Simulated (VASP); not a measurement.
# SnO (Pmn2_1) in VASP: notebook

The runs below take SnO through single point, with PBEsol.

All numbers are computed with VASP 6.6.1; they aren't measurements. Logs are shortened: lines on timing, memory, paths and dates and some standing lists are left out, and cuts for length are marked.

**1. The cell of the first run**

The structure is orthorhombic, space group Pmn2_1 (No. 31). Conventional cell: a = 3.355 Å, b = 5.674 Å, c = 4.222 Å, α = 90.00°, β = 90.00°, γ = 90.00°. Sn (site symmetry m) has 3 O at 2.15 to 2.16 Å within 2.8 Å. O (site symmetry m) has 3 Sn at 2.15 to 2.16 Å within 2.8 Å.

**2. Single point, PBEsol**

File INCAR:

```
SYSTEM = SnO
PREC = Accurate
ENCUT = 520
EDIFF = 1E-7
ISMEAR = 0
SIGMA = 0.01
LREAL = .False.
LASPH = .True.
NELM = 80
ALGO = Normal
ISIF = 2
LWAVE = .False.
LCHARG = .False.
GGA = PS
NBANDS = 28
```

File KPOINTS:

```
Automatic mesh
0
Gamma
  4 4 4
  0 0 0
```

File POSCAR:

```
SnO
1.0
    3.3550050000      0.0000000000      0.0000000000
    0.0000000000      5.6741040000      0.0000000000
    0.0000000000      0.0000000000      4.2219700000
Sn O
2 2
Direct
    0.0000000000      0.2319089992      0.5131439991
    0.5000000000      0.7680910008      0.0131439991
    0.0000000000      0.8912500000      0.7368570004
    0.5000000000      0.1087500000      0.2368570004
```

Potentials or basis: VASP PAW PBE potentials, release 64 (Sn_d, O).

On the command line:

```bash
$ cat potpaw_PBE.64/Sn_d/POTCAR potpaw_PBE.64/O/POTCAR > POTCAR
$ mpirun -np 1 vasp_std > vasp.out
```

OUTCAR:

```text
SYSTEM = SnO
   PREC = Accurate
   ENCUT = 520
   EDIFF = 1E-7
   ISMEAR = 0
   LREAL = .False.
   LASPH = .True.
   NELM = 80
   ISIF = 2
   GGA = PS

 ion  position               nearest neighbor table
   1  0.000  0.232  0.513-   3 2.15   4 2.16   4 2.16
   2  0.500  0.768  0.013-   4 2.15   3 2.16   3 2.16
   3  0.000  0.891  0.737-   1 2.15   2 2.16   2 2.16
   4  0.500  0.109  0.237-   2 2.15   1 2.16   1 2.16

  LATTYP: Found a simple orthorhombic cell.
 ALAT       =     3.3550050000
 B/A-ratio  =     1.2584094510
 C/A-ratio  =     1.6912356315

  Lattice vectors:

 A1 = (  -3.3550050000,   0.0000000000,   0.0000000000)
 A2 = (   0.0000000000,   0.0000000000,   4.2219700000)
 A3 = (   0.0000000000,   5.6741040000,   0.0000000000)

Analysis of symmetry for initial positions (statically):
=====================================================================
 Subroutine PRICEL returns:
 Original cell was already a primitive cell.

 Routine SETGRP: Setting up the symmetry group for a
 simple orthorhombic supercell.

 Subroutine GETGRP returns: Found  4 space group operations
 (whereof  2 operations were pure point group operations)
 out of a pool of  8 trial point group operations.

The static configuration has the point symmetry C_1h.
 The point group associated with its full space group is C_2v.

Analysis of symmetry for dynamics (positions and initial velocities):
=====================================================================
 Subroutine PRICEL returns:
 Original cell was already a primitive cell.

 Routine SETGRP: Setting up the symmetry group for a
 simple orthorhombic supercell.

 Subroutine GETGRP returns: Found  4 space group operations
 (whereof  2 operations were pure point group operations)
 out of a pool of  8 trial point group operations.

The dynamic configuration has the point symmetry C_1h.
 The point group associated with its full space group is C_2v.

 Subroutine INISYM returns: Found  4 space group operations
 (whereof  2 operations are pure point group operations),
 and found     1 'primitive' translations

----------------------------------------------------------------------------------------

                                     Primitive cell

  volume of cell :      80.3722

  direct lattice vectors                    reciprocal lattice vectors
     3.355005000  0.000000000  0.000000000     0.298062149  0.000000000  0.000000000
     0.000000000  5.674104000  0.000000000     0.000000000  0.176239279  0.000000000
     0.000000000  0.000000000  4.221970000     0.000000000  0.000000000  0.236856254

  length of vectors
     3.355005000  5.674104000  4.221970000     0.298062149  0.176239279  0.236856254

  position of ions in fractional coordinates (direct lattice)
     0.000000000  0.231908999  0.513143999
     0.500000000  0.768091001  0.013143999
     0.000000000  0.891250000  0.736857000
     0.500000000  0.108750000  0.236857000

  ion indices of the primitive-cell ions
   primitive index   ion index
                 1           1
                 2           2
                 3           3
                 4           4

----------------------------------------------------------------------------------------

 KPOINTS: Automatic mesh

Automatic generation of k-mesh.
 Grid dimensions read from file:
 generate k-points for:    4    4    4

 Generating k-lattice:

  Cartesian coordinates                     Fractional coordinates (reciprocal lattice)
     0.074515537  0.000000000  0.000000000     0.250000000  0.000000000  0.000000000
     0.000000000  0.044059820  0.000000000     0.000000000  0.250000000  0.000000000
     0.000000000  0.000000000  0.059214064     0.000000000  0.000000000  0.250000000

  Length of vectors
     0.074515537  0.044059820  0.059214064

  Shift w.r.t. Gamma in fractional coordinates (k-lattice)
     0.000000000  0.000000000  0.000000000

 Subroutine IBZKPT returns following result:
 ===========================================

 Found     27 irreducible k-points:

 Following reciprocal coordinates:
            Coordinates               Weight
  0.000000  0.000000  0.000000      1.000000
  0.250000  0.000000  0.000000      2.000000
  0.500000  0.000000  0.000000      1.000000
  0.000000  0.250000  0.000000      2.000000
  0.250000  0.250000  0.000000      4.000000
  0.500000  0.250000  0.000000      2.000000
[... 16 lines left out ...]
  0.250000  0.250000  0.500000      4.000000
  0.500000  0.250000  0.500000      2.000000
 [... further k-points ...]
   k-points           NKPTS =     27   k-points in BZ     NKDIM =     27   number of bands    NBANDS=     28
   number of dos      NEDOS =    301   number of ions     NIONS =      4
   total plane-waves  NPLWV =  37632
   dimension x,y,z NGX =    28 NGY =   42 NGZ =   32
   dimension x,y,z NGXF=    56 NGYF=   84 NGZF=   64
   ions per type =               2   2
   NGX,Y,Z   is equivalent  to a cutoff of  13.87, 12.31, 12.60 a.u.
   NGXF,Y,Z  is equivalent  to a cutoff of  27.75, 24.61, 25.20 a.u.
 SYSTEM =  SnO
   PREC   = accura    normal or accurate (medium, high low for compatibility)
   ISTART =      0    job   : 0-new  1-cont  2-samecut
   ICHARG =      2    charge: 1-file 2-atom 10-const
   ISPIN  =      1    spin polarized calculation?
   LNONCOLLINEAR =      F non collinear calculations
   LSORBIT =      F    spin-orbit coupling
   LASPH  =      T    aspherical Exc in radial PAW
   ENCUT  =  520.0 eV  38.22 Ry    6.18 a.u.   6.24 10.55  7.85*2*pi/ulx,y,z
   NELM   =     80;   NELMIN=  2; NELMDL= -5     # of ELM steps
   EDIFF  = 0.1E-06   stopping-criterion for ELM
   LREAL  =      F    real-space projection
   EDIFFG = 0.1E-05   stopping-criterion for IOM
   NSW    =      0    number of steps for IOM
   IBRION =     -1    ionic relax: 0-MD 1-quasi-New 2-CG
   NFREE  =      0    steps in history (QN), initial steepest desc. (CG)
   ISIF   =      2    stress and relaxation
   ISYM   =      2    0-nonsym 1-usesym 2-fastsym
   POTIM  = 0.5000    time-step for ionic-motion
   TEBEG  =    0.0;   TEEND  =   0.0 temperature during run
   PSTRESS=    0.0 pullay stress
   NELECT =      40.0000    total number of electrons
   NUPDOWN=      -1.0000    fix difference up-down
   EMIN   =  10.00;   EMAX   =-10.00  energy-range for DOS
   EFERMI =   0.00;   METHOD = LEGACY
   ISMEAR =     0;   SIGMA  =   0.01  broadening in eV -4-tet -1-fermi 0-gaus
   EFERMI_NEDOS =   21; number of points for ismear=-14 and -15
   IALGO  =     38    algorithm
   IMIX   =      4    mixing-type and parameters
     AMIX     =   0.40;   BMIX     =  1.00
     AMIX_MAG =   1.60;   BMIX_MAG =  1.00
  volume/ion in A,a.u.               =      20.09       135.59
  Fermi-wavevector in a.u.,A,eV,Ry     =   1.297357  2.451650 22.900458  1.683136
  Thomas-Fermi vector in A             =   2.428755
   LORBIT       =      0    0 simple, 1 ext, 2 COOP (PROOUT), +10 PAW based schemes
   GGA     = PS    functional components
   LHFCALC =     F    Hartree Fock is set to
   AEXX    =    0.0000 exact exchange contribution
   IVDW    =     0    specifies the selected vdW correction
   LEPSILON=     F    determine dielectric tensor
   LRPA    =     F    only Hartree local field effects (RPA)
 non-spin polarized calculation
 Gauss-broadening in eV      SIGMA  =   0.01
  energy-cutoff  :      520.00
  volume of cell :       80.37
 maximum number of plane-waves:      2182
 NGX is ok and might be reduce to    28
   NGX = 13   NGY = 21   NGZ = 15

 number of electron      39.9999992 magnetization

 Free energy of the ion-electron system (eV)
  ---------------------------------------------------
  ext. energy  EPLUGINS =         0.00000000
  ---------------------------------------------------
  free energy    TOTEN  =       -23.79903365 eV

  energy without entropy =      -23.79903365  energy(sigma->0) =      -23.79903365

 E-fermi :   4.7504     XC(G=0):  -9.7657

 val. band max:        4.7064844590   @ k =   0.0000   0.0000   0.0000
 cond. band min:       6.3474142384   @ k =   0.5000   0.2500   0.2500
 fundamental gap:      1.6409297794
 Fermi energy:         4.7503839315

 k-point     1 :       0.0000    0.0000    0.0000
  band No.  band energies     occupation
      1     -16.4214      2.00000
      2     -16.0953      2.00000
      3     -16.0119      2.00000
      4     -15.9852      2.00000
      5     -15.9578      2.00000
      6     -15.9268      2.00000
[... 20 lines left out ...]
     27      13.3573      0.00000
     28      13.9391      0.00000

 k-point     2 :       0.2500    0.0000    0.0000
  band No.  band energies     occupation
      1     -16.4066      2.00000
      2     -16.1784      2.00000
      3     -15.9960      2.00000
      4     -15.9831      2.00000
      5     -15.9703      2.00000
      6     -15.9319      2.00000
[... 20 lines left out ...]
     27      12.9702      0.00000
     28      14.2235      0.00000

 k-point     3 :       0.5000    0.0000    0.0000
  band No.  band energies     occupation
      1     -16.3765      2.00000
      2     -16.3765      2.00000
      3     -15.9699      2.00000
      4     -15.9699      2.00000
      5     -15.9350      2.00000
      6     -15.9350      2.00000
[... 20 lines left out ...]
     27      13.9381      0.00000
     28      13.9381      0.00000

 k-point     4 :       0.0000    0.2500    0.0000
  band No.  band energies     occupation
      1     -16.4174      2.00000
      2     -16.0975      2.00000
      3     -16.0086      2.00000
      4     -15.9837      2.00000
      5     -15.9593      2.00000
      6     -15.9308      2.00000
[... 578 lines left out ...]
     27      15.4398      0.00000
     28      15.4398      0.00000

 k-point    23 :       0.2500    0.2500    0.5000
  band No.  band energies     occupation
      1     -16.3212      2.00000
      2     -16.3212      2.00000
      3     -15.9974      2.00000
      4     -15.9974      2.00000
      5     -15.9497      2.00000
      6     -15.9497      2.00000
[... 20 lines left out ...]
     27      14.3935      0.00000
     28      14.3935      0.00000

 k-point    24 :       0.5000    0.2500    0.5000
  band No.  band energies     occupation
      1     -16.4008      2.00000
      2     -16.4008      2.00000
      3     -15.9935      2.00000
      4     -15.9935      2.00000
      5     -15.9166      2.00000
      6     -15.9166      2.00000
[... 20 lines left out ...]
     27      13.9488      0.00000
     28      13.9488      0.00000

 [... further k-points ...]
[... 5 lines left out ...]
  --------------------------------------------------------------------------------------
  -------------------------------------------------------------------------------------
  Total       -1.7758015     -1.3659037     -1.3292875      0.0000000      0.0000000      0.0000000
  in kB      -35.3996840    -27.2285834    -26.4986586      0.0000000      0.0000000      0.0000000
  external PRESSURE =     -29.7089753 kB  Pullay stress =       0.0000000 kB

 VOLUME and BASIS-vectors are now :
 -----------------------------------------------------------------------------
  energy-cutoff  :      520.00
  volume of cell :       80.37
      direct lattice vectors                 reciprocal lattice vectors
     3.355005000  0.000000000  0.000000000     0.298062149  0.000000000  0.000000000
     0.000000000  5.674104000  0.000000000     0.000000000  0.176239279  0.000000000
     0.000000000  0.000000000  4.221970000     0.000000000  0.000000000  0.236856254

 POSITION                                       TOTAL-FORCE (eV/Angst)
 -----------------------------------------------------------------------------------
      0.00000      1.31588      2.16648         0.000000     -0.329265     -0.094932
      1.67750      4.35823      0.05549         0.000000      0.329265     -0.094932
      0.00000      5.05705      3.11099         0.000000      0.118529      0.094932
      1.67750      0.61706      1.00000         0.000000     -0.118529      0.094932
 -----------------------------------------------------------------------------------
    total drift:                                0.000000     -0.000000     -0.000356

  FREE ENERGIE OF THE ION-ELECTRON SYSTEM (eV)
  ---------------------------------------------------
  free  energy   TOTEN  =       -23.7990336496 eV

  energy  without entropy=      -23.7990336496  energy(sigma->0) =      -23.79903365
```

It took 47 s on 1 thread of Intel Xeon Platinum 8259CL at 2.50GHz (Skylake/Cascade Lake), shared host; peak memory 0.21 GiB.

What came out:

- Free energy: -23.7990 eV
- Pressure: -3.0 GPa
- Largest force: 0.343 eV/Å
- Band gap on the k mesh: 1.64 eV, indirect (least direct gap 2.43 eV)

Forces on the atoms (eV/Å):
```
Sn   0.000 -0.329 -0.095
Sn   0.000  0.329 -0.095
O    0.000  0.119  0.095
O    0.000 -0.119  0.095
```

Stress tensor (GPa, compression positive):
```
-3.54  0.00  0.00
 0.00 -2.72  0.00
 0.00  0.00 -2.65
```

Levels at points of the mesh, in eV from the valence-band top:
| k point | band 18 | band 19 | band 20 | band 21 | band 22 | band 23 |
| --- | --- | --- | --- | --- | --- | --- |
| (0.00, 0.00, 0.00) | -2.64 | -2.04 | 0.00 | 2.60 | 3.10 | 5.81 |
| (0.50, 0.00, 0.00) | -2.58 | -1.25 | -1.25 | 2.53 | 2.53 | 5.48 |
| (0.00, 0.50, 0.00) | -2.66 | -1.59 | -1.37 | 3.27 | 3.86 | 4.79 |
| (0.50, 0.50, 0.00) | -2.65 | -0.91 | -0.91 | 1.83 | 1.83 | 6.23 |
| (0.00, 0.00, 0.50) | -3.20 | -1.66 | -1.66 | 2.61 | 2.61 | 5.17 |
| (0.50, 0.00, 0.50) | -3.15 | -1.08 | -1.08 | 2.06 | 2.06 | 4.55 |
| (0.00, 0.50, 0.50) | -2.92 | -1.51 | -1.51 | 1.87 | 1.87 | 5.92 |
| (0.50, 0.50, 0.50) | -3.43 | -0.43 | -0.43 | 2.38 | 2.38 | 4.10 |

Caveat: the k points lie up to 0.47 Å⁻¹ apart; the PAW data sets were made with another functional, which shifts forces and pressure a little; spin-orbit coupling is left out, which moves the levels of the heavy elements.

**3. Single point, PBEsol**

File INCAR:

```
ALGO = Normal
EDIFF = 1E-6
ENCUT = 520
GGA = PS
ISIF = 2
ISMEAR = 0
LASPH = T
LCHARG = F
LREAL = F
LWAVE = F
NBANDS = 28
NELM = 80
PREC = Accurate
SIGMA = 0.01
```

File KPOINTS:

```
k-points
0
Gamma
  6 4 4
```

POSCAR is that of step 2.

Potentials or basis: VASP PAW PBE potentials, release 64 (Sn_d, O).

On the command line:

```bash
$ cat potpaw_PBE.64/Sn_d/POTCAR potpaw_PBE.64/O/POTCAR > POTCAR
$ mpirun -np 1 vasp_std > vasp.out
```

Wall time 58 s (1 thread of Intel Xeon Platinum 8259CL at 2.50GHz (Skylake/Cascade Lake), shared host); peak memory 0.22 GiB.

Results (log left out):

```
Free energy            : -23.7965 eV
Pressure               : -2.9 GPa
Largest force          : 0.351 eV/Å
Band gap on the k mesh : 1.58 eV, indirect (least direct gap 2.33 eV)
```

Forces in eV/Å, atoms in the order of the input:
```
Sn   0.000 -0.337 -0.097
Sn   0.000  0.337 -0.097
O    0.000  0.120  0.097
O    0.000 -0.120  0.097
```

Stress tensor (GPa, compression positive):
```
-3.53  0.00  0.00
 0.00 -2.58  0.00
 0.00  0.00 -2.55
```

Levels at points of the mesh, in eV from the valence-band top:
```csv
k point,band 16,band 17,band 18,band 19,band 20,band 21,band 22,band 23,band 24,band 25
"(0.00, 0.00, 0.00)",-3.83,-3.50,-2.64,-2.05,0.00,2.60,3.10,5.81,5.86,8.00
"(0.50, 0.00, 0.00)",-4.48,-2.58,-2.58,-1.25,-1.25,2.53,2.53,5.48,5.48,6.52
"(0.00, 0.50, 0.00)",-4.07,-3.80,-2.66,-1.59,-1.37,3.27,3.86,4.79,4.97,6.86
"(0.50, 0.50, 0.00)",-4.33,-2.65,-2.65,-0.91,-0.91,1.83,1.83,6.23,6.23,7.08
"(0.00, 0.00, 0.50)",-3.43,-3.20,-3.20,-1.66,-1.66,2.61,2.61,5.17,5.17,7.91
"(0.50, 0.00, 0.50)",-4.08,-3.15,-3.15,-1.08,-1.08,2.06,2.06,4.55,4.55,6.82
"(0.00, 0.50, 0.50)",-3.19,-2.92,-2.92,-1.51,-1.51,1.87,1.87,5.92,5.92,7.80
"(0.50, 0.50, 0.50)",-4.22,-3.43,-3.43,-0.43,-0.43,2.38,2.38,4.10,4.10,6.05
```

Caveat: the PAW data sets were made with another functional, which shifts forces and pressure a little; spin-orbit coupling is left out, which moves the levels of the heavy elements.

**4. Single point, PBEsol**

File INCAR:

```
PREC = Accurate
ENCUT = 520
EDIFF = 1E-6
ISMEAR = 0
SIGMA = 0.01
LREAL = False
LASPH = True
NELM = 80
ALGO = Normal
ISIF = 2
LWAVE = False
LCHARG = True
GGA = PS
LELF = True
LVHAR = True
NBANDS = 28
```

File KPOINTS:

```
Automatic mesh
0
Gamma
  8 4 6
```

POSCAR is that of step 3.

On the command line:

```bash
$ cat potpaw_PBE.64/Sn_d/POTCAR potpaw_PBE.64/O/POTCAR > POTCAR
$ mpirun -np 1 vasp_std > vasp.out
```

Wall time 93 s (1 thread of Intel Xeon Platinum 8259CL at 2.50GHz (Skylake/Cascade Lake), shared host); peak memory 0.25 GiB.

Results (log left out):

```yaml
Free_energy: -23.7960 eV
Pressure: -2.9 GPa
Largest_force: 0.349 eV/Å
Band_gap_on_the_k_mesh: 1.33 eV, indirect (least direct gap 1.97 eV)
```

Forces on the atoms (eV/Å):
```
Sn   0.000 -0.335 -0.098
Sn   0.000  0.335 -0.098
O    0.000  0.122  0.098
O    0.000 -0.122  0.098
```

Stress tensor (GPa, compression positive):
```
-3.49  0.00  0.00
 0.00 -2.58  0.00
 0.00  0.00 -2.55
```

Levels at points of the mesh, in eV from the valence-band top:
| k point | band 17 | band 18 | band 19 | band 20 | band 21 | band 22 | band 23 | band 24 |
| --- | --- | --- | --- | --- | --- | --- | --- | --- |
| (0.00, 0.00, 0.00) | -3.50 | -2.64 | -2.05 | 0.00 | 2.61 | 3.10 | 5.81 | 5.86 |
| (0.50, 0.00, 0.00) | -2.58 | -2.58 | -1.25 | -1.25 | 2.53 | 2.53 | 5.48 | 5.48 |
| (0.00, 0.50, 0.00) | -3.80 | -2.66 | -1.59 | -1.37 | 3.27 | 3.86 | 4.79 | 4.97 |
| (0.50, 0.50, 0.00) | -2.65 | -2.65 | -0.91 | -0.91 | 1.83 | 1.83 | 6.23 | 6.23 |
| (0.00, 0.00, 0.50) | -3.20 | -3.20 | -1.66 | -1.66 | 2.61 | 2.61 | 5.17 | 5.17 |
| (0.50, 0.00, 0.50) | -3.15 | -3.15 | -1.08 | -1.08 | 2.06 | 2.06 | 4.56 | 4.56 |
| (0.00, 0.50, 0.50) | -2.92 | -2.92 | -1.51 | -1.51 | 1.87 | 1.87 | 5.92 | 5.92 |
| (0.50, 0.50, 0.50) | -3.43 | -3.43 | -0.43 | -0.43 | 2.38 | 2.38 | 4.10 | 4.10 |

Caveat: the PAW data sets were made with another functional, which shifts forces and pressure a little; spin-orbit coupling is left out, which moves the levels of the heavy elements. PBEsol gaps usually lie below the measured ones, often by a third to a half.

(Continued in part 2 of 2.)
